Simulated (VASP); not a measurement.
Wanted: the native input for a VASP 6.6.1 run.

```
Task                   : single point
Functional             : PBE
Dispersion             : D3(BJ)
Potentials or basis    : VASP PAW PBE potentials, release 64 (C, H, O)
Cutoff                 : 520 eV
k mesh                 : 1 × 1 × 1
Occupations            : fermi-dirac, width 0.05 eV
Spin                   : no spin polarisation
Dipole correction      : no
Further INCAR settings : LREAL = Auto; ALGO = Normal; EDIFF = 1e-07; NBANDS = 74
```

The structure of H6C3O lies in POSCAR:

```
H6C3O
1.0
    8.7065880000      0.0000000000      0.0000000000
    0.0000000000      8.7065880000      0.0000000000
    0.0000000000      0.0000000000      8.7065880000
C H O
12 24 4
Direct
    0.4257695437      0.7212584310      0.3501486461
    0.4218070270      0.8147278819      0.1824939919
    0.3147731350      0.1569501164      0.7923655053
    0.3116605495      0.0179519233      0.6821271433
    0.7283450187      0.3120740295      0.7048340866
    0.6759938566      0.4620638992      0.6579845055
    0.8772437607      0.7454125543      0.1129604387
    1.0018735238      0.6409629122      0.0220292955
    0.8934958218      0.1675397986      0.9655906539
    1.1071156692      0.3166912228      0.3304049761
    0.5324473835      0.3251560772      0.1784166197
    0.0643880243      0.9632935428      0.3476907372
    0.4907548169      0.6153960656      0.3230542206
    0.4869645836      0.7855775420      0.4484190592
    0.3078588306      0.6875023833      0.3607498138
    0.3743027694      0.7450909587      0.0838445554
    0.3554205161      0.9035341973      0.2262195018
    0.5388678091      0.8295327630      0.1723522464
    0.3449916316      0.2598721795      0.7209483210
    0.2050631085      0.1860545141      0.8594641207
    0.3814582704      0.1355295553      0.8902339240
    0.2699335262     -0.0934579654      0.7115990788
    0.2366598718      0.0403946988      0.5748520546
    0.4372895559     -0.0052259278      0.6593283155
    0.6556988800      0.2346269285      0.7602174353
    0.7935025753      0.2346613851      0.6210010167
    0.8429478919      0.3328284283      0.7720475576
    0.7399109732      0.5298975902      0.5721070068
    0.5645035690      0.4709996614      0.6144197934
    0.6694470900      0.5388218668      0.7668675720
    0.9121139073      0.8710415607      0.1188640142
    0.7895745153      0.7108640032      0.0301725544
    0.8379861319      0.7379584287      0.2291827752
    0.9924553683      0.5197099024      0.0415547399
    1.0031599060      0.6503925533     -0.0995453098
    1.1143860258      0.6529997744      0.0760918054
    0.7872888897      0.1757634564      1.0349289527
    0.9840709127      0.2925141284      0.3748196194
    0.5237757891      0.2674296751      0.2886779528
    0.0297475888      0.8596019474      0.4227029004
```

The input as run:

INCAR

```
SYSTEM = H6C3O
PREC = Accurate
ENCUT = 520
EDIFF = 1E-7
ISMEAR = -1
SIGMA = 0.05
LREAL = Auto
LASPH = .True.
NELM = 60
ALGO = Normal
ISIF = 2
LWAVE = .False.
LCHARG = .False.
GGA = PE
IVDW = 12
NBANDS = 74
```

KPOINTS

```
Automatic mesh
0
Gamma
  1 1 1
  0 0 0
```

Potentials or basis: VASP PAW PBE potentials, release 64 (C, H, O).

Run with:

```sh
$ cat potpaw_PBE.64/C/POTCAR potpaw_PBE.64/H/POTCAR potpaw_PBE.64/O/POTCAR > POTCAR
$ mpirun -np 1 vasp_gam > vasp.out
```

Results of the run:

```
Pressure                   : 0.9 GPa
Largest force              : 8.006 eV/Å
Band gap on the k mesh     : 4.42 eV
Dispersion energy per atom : -0.031 eV
```

Caveat: the k points lie up to 0.72 Å⁻¹ apart.

It took 110 s on 1 thread of Intel(R) Xeon(R) Platinum 8488C (Sapphire Rapids), on a shared host, peak memory 0.63 GiB.
